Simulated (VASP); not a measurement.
A run of VASP 6.6.1 is set up as follows.

File INCAR:

```
PREC     = Accurate       # precision mode
ENCUT    = 520            # plane-wave cutoff, eV
EDIFF    = 1E-7           # SCF threshold, eV
ISMEAR   = -1             # smearing method
SIGMA    = 0.05           # smearing width, eV
LREAL    = F              # projectors in reciprocal space
LASPH    = T              # aspherical terms in the spheres
NELM     = 100            # most SCF steps
ALGO     = Normal         # electronic algorithm
ISIF     = 2              # what is computed and relaxed
LWAVE    = F              # write WAVECAR
LCHARG   = T              # write CHGCAR
GGA      = PS             # functional
LELF     = T              # ELF
LVHAR    = T            
NBANDS   = 16             # bands
```

File KPOINTS:

```
regular mesh
0
Gamma
  9 9 9
```

Contents of POSCAR:

```
AlRu
1.0
    2.9511680166      0.0000000000      0.0000000000
    0.0000000000      2.9511680166      0.0000000000
    0.0000000000      0.0000000000      2.9511680166
Ru Al
1 1
Direct
    0.5000000000      0.5000000000      0.5000000000
    0.0000000000      0.0000000000      0.0000000000
```

Potentials or basis: VASP PAW PBE potentials, release 64 (Ru_pv, Al).

Command:

```console
$ cat potpaw_PBE.64/Ru_pv/POTCAR potpaw_PBE.64/Al/POTCAR > POTCAR
$ mpirun -np 1 vasp_std > vasp.out
```

Problem. Estimate the pressure.

Solution. 5.9 GPa.

Caveat: the PAW data sets were made with another functional, which shifts forces and pressure a little.
